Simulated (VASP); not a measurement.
# Al7Si9C9N7 (P1) in VASP: single point with HSE06

Aim: the single point of Al7Si9C9N7 with HSE06.

Program: VASP 6.6.1. These are calculated values, not measurements. Logs are shortened: lines on timing, memory, paths and dates and some standing lists are left out, and cuts for length are marked.

### 1 The cell of the first run

The typed cell holds 96 atoms: a = 9.342 Å, b = 10.773 Å, c = 10.146 Å, α = 90.00°, β = 90.00°, γ = 90.00°.

### 2 Single point, HSE06

The input, POSCAR:

```
Al7Si9C9N7
1.0
    9.3419160000      0.0000000000      0.0000000000
    0.0000000000     10.7733280000      0.0000000000
    0.0000000000      0.0000000000     10.1457120000
Al Si C N
21 27 27 21
Direct
    0.1664450000      0.0848270000      0.2493550000
    0.1661740000      0.1031220000      0.7631770000
    0.0007540000      0.3366980000      0.2438290000
    0.3333650000      0.3355150000      0.2438250000
    0.1674770000      0.5838140000      0.2473290000
    0.6675200000      0.3328540000      0.2435070000
    0.5069640000      0.5847060000      0.2416400000
    0.8287720000      0.5844160000      0.2449580000
    0.6675120000      0.8415140000      0.2468110000
    0.0029630000      0.1711330000      0.0040460000
    0.3293690000      0.1685090000      0.0038720000
    0.1682950000      0.4095790000      0.9980140000
    0.9972620000      0.6588890000      0.9983500000
    0.6661580000      0.1667150000      0.0029910000
    0.5010620000      0.4144550000      0.0002160000
    0.3346910000      0.6601300000      0.9988530000
    0.1658940000      0.9134380000      0.9961990000
    0.8315360000      0.4111580000      0.9999710000
    0.6676230000      0.6653660000      0.9985670000
    0.4971100000      0.9167600000      0.9941220000
    0.8371480000      0.9196410000      0.9949510000
    0.9985190000      0.3387000000      0.7524170000
    0.4960010000      0.0829820000      0.2518110000
    0.4987540000      0.1160000000      0.7659400000
    0.3352100000      0.3382530000      0.7525330000
    0.1672550000      0.5772280000      0.7529430000
    0.0019410000      0.8305570000      0.2460400000
    0.0006630000      0.8248600000      0.7525230000
    0.8377100000      0.0837090000      0.2521390000
    0.8335410000      0.1154590000      0.7653550000
    0.6658170000      0.3398950000      0.7525540000
    0.5010520000      0.5754020000      0.7534260000
    0.3315200000      0.8310200000      0.2466820000
    0.3325800000      0.8229270000      0.7525970000
    0.8318240000      0.5780810000      0.7504620000
    0.6667640000      0.8254220000      0.7508810000
    0.9988130000      0.1681760000      0.5007420000
    0.3345610000      0.1676700000      0.5005000000
    0.1671680000      0.4133460000      0.4973530000
    0.0000110000      0.6609020000      0.5007740000
    0.6667270000      0.1654830000      0.4998500000
    0.5003070000      0.4131680000      0.4938850000
    0.3338800000      0.6612160000      0.5005990000
    0.1666380000      0.9175630000      0.5034490000
    0.8337840000      0.4133520000      0.4961720000
    0.6675580000      0.6642040000      0.4974630000
    0.5013130000      0.9162820000      0.5055210000
    0.8325320000      0.9168250000      0.5053630000
    0.9918590000      0.1580430000      0.1952910000
    0.9908270000      0.1710550000      0.6843830000
    0.3414760000      0.1565080000      0.1949330000
    0.3415840000      0.1699390000      0.6840920000
    0.1673780000      0.4243360000      0.1845180000
    0.1666820000      0.4217150000      0.6847090000
    0.6669270000      0.1378930000      0.1934320000
    0.6660810000      0.1621830000      0.6874230000
    0.5007510000      0.4192770000      0.1896610000
    0.5013020000      0.4210530000      0.6803350000
    0.8338860000      0.4211250000      0.1870300000
    0.8318370000      0.4222230000      0.6835470000
    0.6699390000      0.6824780000      0.1848540000
    0.1663690000      0.0760730000      0.4543790000
    0.1647490000      0.0745480000      0.9439490000
    0.0010040000      0.3328910000      0.4465620000
    0.9985200000      0.3358700000      0.9261500000
    0.5003940000      0.0740550000      0.4441340000
    0.3324020000      0.3320880000      0.4459910000
    0.3358170000      0.3318950000      0.9261070000
    0.1667670000      0.5913700000      0.4484940000
    0.8332670000      0.0744150000      0.4442660000
    0.6678330000      0.3291070000      0.4458350000
    0.6670120000      0.3277180000      0.9259320000
    0.5000190000      0.5911790000      0.4491480000
    0.5013610000      0.5916860000      0.9237430000
    0.8347900000      0.5900750000      0.4497770000
    0.0027650000      0.6821680000      0.1864770000
    0.0003950000      0.6671090000      0.6897050000
    0.3307550000      0.6826950000      0.1884480000
    0.3291480000      0.6671840000      0.6867500000
    0.1666670000      0.8997930000      0.2003560000
    0.1662620000      0.8848350000      0.6801910000
    0.6710670000      0.6689050000      0.6865540000
    0.4838420000      0.9153590000      0.1937440000
    0.4974910000      0.8856010000      0.6813990000
    0.8507360000      0.9162080000      0.1938370000
    0.8364030000      0.8886730000      0.6818160000
    0.5023080000      0.0762200000      0.9286720000
    0.1646630000      0.5962800000      0.9218560000
    0.9991960000      0.8315330000      0.4419330000
    0.9975020000      0.8277580000      0.9242480000
    0.8313200000      0.0781880000      0.9287870000
    0.3340630000      0.8321650000      0.4419820000
    0.3325300000      0.8302320000      0.9237240000
    0.8343640000      0.5943060000      0.9185860000
    0.6672410000      0.8354340000      0.4544900000
    0.6691100000      0.8403140000      0.9208990000
```

The input, INCAR.step1:

```
PREC = Accurate
ENCUT = 520
EDIFF = 1E-5
ISMEAR = -1
SIGMA = 0.05
LREAL = Auto
LASPH = True
NELM = 80
ALGO = Normal
ISIF = 2
LWAVE = True
NBANDS = 246
GGA = PE
LUSENCCL = False
```

The input, INCAR.step2:

```
PREC = Accurate
ENCUT = 520
EDIFF = 1E-6
ISMEAR = -1
SIGMA = 0.05
LREAL = Auto
LASPH = True
NELM = 80
ALGO = Normal
ISIF = 2
LWAVE = False
LCHARG = True
GGA = PE
LHFCALC = True
HFSCREEN = 0.2079
PRECFOCK = Fast
LELF = True
LVHAR = True
NBANDS = 246
ISTART = 1
LUSENCCL = False
```

The input, KPOINTS:

```
regular mesh
0
Gamma
  1 1 1
```

Potentials or basis: VASP PAW PBE potentials, release 64 (Al, Si, C, N).

Started as:

```sh
> cat potpaw_PBE.64/Al/POTCAR potpaw_PBE.64/Si/POTCAR potpaw_PBE.64/C/POTCAR potpaw_PBE.64/N/POTCAR > POTCAR
> cp INCAR.step1 INCAR
> mpirun -np 1 vasp_gam > vasp.out
> cp INCAR.step2 INCAR
> mpirun -np 1 vasp_gam > vasp.out
```

OUTCAR:

```text
PREC = Accurate
   ENCUT = 520
   EDIFF = 1E-6
   ISMEAR = -1
   LREAL = Auto
   LASPH = True
   NELM = 80
   ISIF = 2
   GGA = PE
   LHFCALC = True
   HFSCREEN = 0.2079
   PRECFOCK = Fast
   ISTART = 1

 ion  position               nearest neighbor table
   1  0.166  0.085  0.249-  51 1.89  49 1.89  80 2.05  62 2.08  11 3.05  10 3.06  29 3.07  23 3.08
                             4 3.12  38 3.12   3 3.12  37 3.12  33 3.14  27 3.14  44 3.15  17 3.16
   2  0.166  0.103  0.763-  63 1.86  52 1.96  50 1.96  81 2.50  11 2.96  10 2.97  22 2.98  25 2.99
                            24 3.11  30 3.11  17 3.12  37 3.17  38 3.17
   3  0.001  0.337  0.244-  59 1.89  53 1.92  49 1.99  64 2.06  10 3.02  18 3.04  12 3.05   5 3.08
                             4 3.11  45 3.11   6 3.11   8 3.12  39 3.12  29 3.12   1 3.12  37 3.18
   4  0.333  0.336  0.244-  57 1.89  53 1.92  51 1.99  67 2.05  11 3.03  12 3.04  15 3.05   5 3.09
                            42 3.09   3 3.11  23 3.12   1 3.12  39 3.12   6 3.12   7 3.14  38 3.17
   5  0.167  0.584  0.247-  53 1.83  78 1.95  76 1.97  69 2.04  33 3.07  27 3.08  16 3.08   3 3.08
                             4 3.09  13 3.09  43 3.12  40 3.12  39 3.13  12 3.15   8 3.16   7 3.17
   6  0.668  0.333  0.244-  57 1.90  59 1.91  71 2.05  55 2.16  14 3.03  18 3.03  15 3.05   7 3.10
                             8 3.10  42 3.11   3 3.11  45 3.12  29 3.12   4 3.12  23 3.13  41 3.16
   7  0.507  0.585  0.242-  57 1.86  61 1.94  78 2.03  73 2.11   8 3.01  19 3.01  16 3.05  15 3.06
                             6 3.10  46 3.12  33 3.12   4 3.14   9 3.15  42 3.16   5 3.17  43 3.19
   8  0.829  0.584  0.245-  59 1.86  61 1.92  76 2.03  75 2.08   7 3.01  19 3.05  13 3.06  46 3.09
                             6 3.10  27 3.11  18 3.11   3 3.12  45 3.15   9 3.15  40 3.16   5 3.16
   9  0.668  0.842  0.247-  61 1.83  85 1.97  83 1.97  95 2.11  23 3.06  29 3.06  21 3.12  20 3.12
[... 15 lines left out ...]
  17  0.166  0.913  0.996-  63 1.81  93 1.94  90 1.96  80 2.08  28 3.07  21 3.07  34 3.08  27 3.09
                            20 3.09  33 3.10   2 3.12  11 3.14  16 3.15  13 3.16   1 3.16  10 3.17
  18  0.832  0.411  1.000-  59 1.90  65 1.91  72 1.93  94 2.14   6 3.03  10 3.04   3 3.04  31 3.05
                            14 3.05  22 3.06  13 3.09  15 3.09  35 3.11   8 3.11  19 3.14  12 3.15
  19  0.668  0.665  0.999-  61 1.90  74 1.90  94 1.92  96 2.04   7 3.01   8 3.05  36 3.05  13 3.08
                            32 3.09  35 3.09  16 3.11  15 3.12  18 3.14  20 3.14   9 3.15  21 3.16
  20  0.497  0.917  0.994-  87 1.84  93 1.93  96 1.95  83 2.03  34 3.06  36 3.09  17 3.09  14 3.12
                             9 3.12  33 3.13  11 3.13  19 3.14  16 3.15  24 3.16  23 3.17  21 3.18
  21  0.837  0.920  0.995-  91 1.84  90 1.93  96 1.94  85 2.02  28 3.07  17 3.07  14 3.11  36 3.11
                            10 3.12   9 3.12  27 3.13  30 3.14  29 3.15  19 3.16  20 3.18  13 3.18
  22  0.999  0.339  0.752-  65 1.76  60 1.93  54 1.93  50 1.93  30 2.86   2 2.98  35 3.01  26 3.01
                            12 3.05  18 3.06  31 3.11  45 3.13  10 3.13  39 3.13  25 3.15  37 3.15
  23  0.496  0.083  0.252-  51 1.74  55 1.80  83 1.90  66 1.95   9 3.06  38 3.08   1 3.08  11 3.10
                            41 3.11  14 3.12   4 3.12  33 3.12   6 3.13  47 3.14  20 3.17
  24  0.499  0.116  0.766-  87 1.71  52 1.78  56 1.82  25 2.84  31 2.88  14 2.92  11 2.94   2 3.11
                            30 3.13  20 3.16
  25  0.335  0.338  0.753-  68 1.76  58 1.93  54 1.94  52 1.94  24 2.84   2 2.99  32 2.99  26 3.01
                            12 3.04  15 3.06  31 3.09  39 3.13  11 3.14  22 3.15
  26  0.167  0.577  0.753-  88 1.73  54 1.81  79 1.92  77 1.94  22 3.01  25 3.01  34 3.06  12 3.07
                            16 3.08  13 3.08  28 3.09  32 3.12  43 3.13  40 3.13  35 3.13  39 3.14
  27  0.002  0.831  0.246-  76 1.71  85 1.77  80 1.77  89 1.99   5 3.08  33 3.08  17 3.09   8 3.11
                            13 3.12   9 3.13  21 3.13  29 3.13   1 3.14
  28  0.001  0.825  0.753-  90 1.74  77 1.82  86 1.83  81 1.83  17 3.07  13 3.07  21 3.07  26 3.09
                            35 3.09  34 3.10  40 3.11  36 3.12  48 3.12  44 3.13
  29  0.838  0.084  0.252-  49 1.75  55 1.80  85 1.90  70 1.95   9 3.06   1 3.07  37 3.07  10 3.10
                            41 3.11   6 3.12   3 3.12  14 3.12  27 3.13  48 3.14  21 3.15
  30  0.834  0.115  0.765-  91 1.71  50 1.79  56 1.82  22 2.86  31 2.88  14 2.93  10 2.95   2 3.11
                            24 3.13  21 3.14  37 3.15
  31  0.666  0.340  0.753-  72 1.76  58 1.91  60 1.92  56 2.03  24 2.88  30 2.88  32 2.97  35 3.00
[... 379 lines left out ...]
   EFERMI_NEDOS =   21; number of points for ismear=-14 and -15
   IALGO  =     38    algorithm
   IMIX   =      1    mixing-type and parameters
     AMIX     =   0.40;   BMIX     =  1.00
     AMIX_MAG =   1.60;   BMIX_MAG =  1.00
  volume/ion in A,a.u.               =      10.64        71.78
  Fermi-wavevector in a.u.,A,eV,Ry     =   1.181669  2.233030 18.998376  1.396341
  Thomas-Fermi vector in A             =   2.317938
   LORBIT       =      0    0 simple, 1 ext, 2 COOP (PROOUT), +10 PAW based schemes
   GGA     = PE    functional components
   LHFCALC =     T    Hartree Fock is set to
   PRECFOCK=fast      Normal, Fast or Accurate (Low or Medium for compatibility)
   ENCUT4O =  -1.0   cutoff for four orbital integrals eV
   NKREDX  =     1    reduce k-point grid by
   NKREDY  =     1    reduce k-point grid by
   NKREDZ  =     1    reduce k-point grid by
   AEXX    =    0.2500 exact exchange contribution
   HFSCREEN=    0.2079 screening length (either q_TF or 0.3 A-1)
   HFSCREENC=   0.2079 screening length for correlation (either q_TF or 0.3 A-1)
   ENCUTFOCK=  -1.0 apply spherical cutoff to Coloumb kernel
   IVDW    =     0    specifies the selected vdW correction
   LEPSILON=     F    determine dielectric tensor
   LRPA    =     F    only Hartree local field effects (RPA)
 non-spin polarized calculation
  energy-cutoff  :      520.00
  volume of cell :     1021.10
 maximum number of plane-waves:     13766
 NGX is ok and might be reduce to    70
  NGX = 36; NGY = 42; NGZ = 40

 number of electron     384.0000006 magnetization

 Free energy of the ion-electron system (eV)
  ---------------------------------------------------
  ext. energy  EPLUGINS =         0.00000000
  ---------------------------------------------------
  free energy    TOTEN  =      -800.35679526 eV

  energy without entropy =     -800.33147089  energy(sigma->0) =     -800.34413308

 E-fermi :   9.4723     XC(G=0):  -9.1240

 val. band max:        9.2943381551   @ k =   0.0000   0.0000   0.0000
 cond. band min:       9.6503035082   @ k =   0.0000   0.0000   0.0000
 fundamental gap:      0.3559653530
 Fermi energy:         9.4723047339

 k-point     1 :       0.0000    0.0000    0.0000
  band No.  band energies     occupation
      1     -13.8520      2.00000
      2     -12.8341      2.00000
      3     -12.7782      2.00000
      4     -12.7266      2.00000
      5     -12.0336      2.00000
      6     -11.9331      2.00000
[... 196 lines left out ...]
    203      11.2434      0.00000
    204      11.2975      0.00000
 [bands above 204 left out]

------------------------ aborting loop because EDIFF is reached ----------------------------------------

  FORCE on cell =-STRESS in cart. coord.  units (eV):
  Direction    XX          YY          ZZ          XY          YZ          ZX
  --------------------------------------------------------------------------------------
  -------------------------------------------------------------------------------------
  Total       -6.0611200    -16.1664002    -16.0842402     -0.4502183      5.5082470      0.8781983
  in kB       -9.5103192    -25.3662073    -25.2372925     -0.7064239      8.6428229      1.3779542
  external PRESSURE =     -20.0379397 kB  Pullay stress =       0.0000000 kB

 VOLUME and BASIS-vectors are now :
 -----------------------------------------------------------------------------
  energy-cutoff  :      520.00
  volume of cell :     1021.10
      direct lattice vectors                 reciprocal lattice vectors
     9.341916000  0.000000000  0.000000000     0.107044422  0.000000000  0.000000000
     0.000000000 10.773328000  0.000000000     0.000000000  0.092821828  0.000000000
     0.000000000  0.000000000 10.145712000     0.000000000  0.000000000  0.098563807

 POSITION                                       TOTAL-FORCE (eV/Angst)
 -----------------------------------------------------------------------------------
      1.55492      0.91387      2.52988         0.003225      0.243793     -0.125512
      1.55238      1.11097      7.74297        -0.003786      0.154100      0.062712
      0.00704      3.62736      2.47382        -0.046512      0.116921     -0.118113
      3.11427      3.61461      2.47378         0.089907      0.123585     -0.122043
      1.56456      6.28962      2.50933         0.008534     -0.123108     -0.119472
      6.23592      3.58595      2.47055        -0.010026      0.246582     -0.095848
[... 88 lines left out ...]
      6.23331      9.00040      4.61112         0.009075      0.076967      0.162552
      6.25077      9.05298      9.34318         0.007702      0.063705     -0.147833
 -----------------------------------------------------------------------------------
    total drift:                               -0.014721     -0.037258      0.050986

  FREE ENERGIE OF THE ION-ELECTRON SYSTEM (eV)
  ---------------------------------------------------
  free  energy   TOTEN  =      -800.3567952624 eV

  energy  without entropy=     -800.3314708890  energy(sigma->0) =     -800.34413308
```

Run time: 4.5 min. Hardware: 1 × NVIDIA H100 80GB with 1 thread of Intel Xeon Platinum 8481C at 2.70GHz (Sapphire Rapids), shared host; peak memory 1.7 GiB.

What came out:

| Quantity | Value |
| --- | --- |
| Free energy | -800.3568 eV |
| Pressure | -2.0 GPa |
| Largest force | 0.391 eV/Å |

Forces on the atoms (eV/Å):
```
Al   0.003  0.244 -0.126
Al  -0.004  0.154  0.063
Al  -0.047  0.117 -0.118
Al   0.090  0.124 -0.122
Al   0.009 -0.123 -0.119
Al  -0.010  0.247 -0.096
Al   0.091 -0.111 -0.112
Al  -0.088 -0.104 -0.142
Al   0.006 -0.169 -0.119
Al   0.088  0.004  0.013
Al  -0.085  0.036  0.009
Al   0.007 -0.213 -0.005
Al  -0.001 -0.042 -0.128
Al  -0.004  0.077 -0.041
Al  -0.002 -0.156 -0.004
Al   0.027 -0.058 -0.122
Al   0.007  0.151 -0.132
Al   0.009 -0.200  0.006
Al  -0.025 -0.123 -0.008
Al  -0.041  0.043 -0.118
Al   0.025  0.033 -0.121
Si   0.022  0.069  0.074
Si   0.006  0.216 -0.214
Si  -0.001  0.111  0.080
Si   0.005  0.033  0.069
Si  -0.002 -0.014  0.082
Si   0.072 -0.016 -0.192
Si   0.002 -0.031 -0.034
Si   0.028  0.209 -0.211
Si   0.025  0.114  0.068
Si   0.030  0.169  0.093
Si   0.006 -0.061  0.152
Si  -0.035 -0.066 -0.196
Si  -0.015 -0.026 -0.039
Si   0.003 -0.012  0.122
Si   0.018 -0.023 -0.017
Si   0.017  0.007  0.010
Si  -0.030  0.010  0.014
Si  -0.014 -0.179 -0.031
Si  -0.021 -0.140 -0.092
Si   0.000 -0.002 -0.069
Si  -0.042 -0.159 -0.035
Si   0.006 -0.148 -0.068
Si   0.005  0.022  0.026
Si   0.023 -0.160 -0.056
Si  -0.002 -0.107 -0.074
Si   0.065 -0.073  0.015
Si  -0.082 -0.074  0.029
C   -0.106 -0.283  0.131
C   -0.151 -0.143  0.115
C    0.084 -0.283  0.143
C    0.158 -0.132  0.106
C   -0.016 -0.013  0.029
C   -0.011 -0.023  0.080
C   -0.030 -0.360  0.150
C   -0.004 -0.200  0.198
C   -0.022 -0.071  0.034
C    0.009 -0.050  0.108
C    0.018 -0.034  0.016
C    0.000 -0.047  0.127
C   -0.006  0.100  0.071
C    0.005 -0.035  0.186
C   -0.001 -0.066 -0.040
C    0.003  0.133  0.217
C   -0.004  0.166 -0.077
C    0.029 -0.011  0.081
C    0.024  0.148  0.225
C   -0.035  0.150 -0.083
C   -0.008  0.239  0.197
C   -0.011 -0.003  0.065
C   -0.018  0.121  0.192
C    0.000  0.092 -0.089
C   -0.004  0.250  0.259
C   -0.022  0.205 -0.174
C    0.003  0.241  0.230
N    0.067  0.241  0.088
N   -0.005  0.029  0.036
N   -0.073  0.276  0.097
N   -0.026  0.032  0.033
N   -0.039 -0.254  0.133
N   -0.009 -0.192 -0.001
N    0.001  0.083  0.077
N   -0.056 -0.125  0.069
N    0.020 -0.169 -0.009
N    0.047 -0.099  0.064
N   -0.004 -0.167 -0.015
N    0.044  0.005 -0.302
N   -0.030  0.156 -0.152
N    0.021  0.035  0.077
N    0.002  0.060 -0.146
N   -0.046  0.004 -0.307
N   -0.019  0.044  0.083
N    0.016  0.054 -0.132
N    0.044  0.159 -0.167
N    0.009  0.077  0.163
N    0.008  0.064 -0.148
```

Stress tensor (GPa, compression positive):
```
-0.95 -0.07  0.14
-0.07 -2.54  0.86
 0.14  0.86 -2.52
```

Levels at points of the mesh, in eV from the Fermi level:
```
           k point  band 189  band 190  band 191  band 192  band 193  band 194  band 195  band 196
(0.00, 0.00, 0.00)     -1.63     -1.49     -1.08     -0.18      0.18      0.55      0.78      0.98
```

Caveat: the k points lie up to 0.67 Å⁻¹ apart; the PAW data sets were made with another functional, which shifts forces and pressure a little.
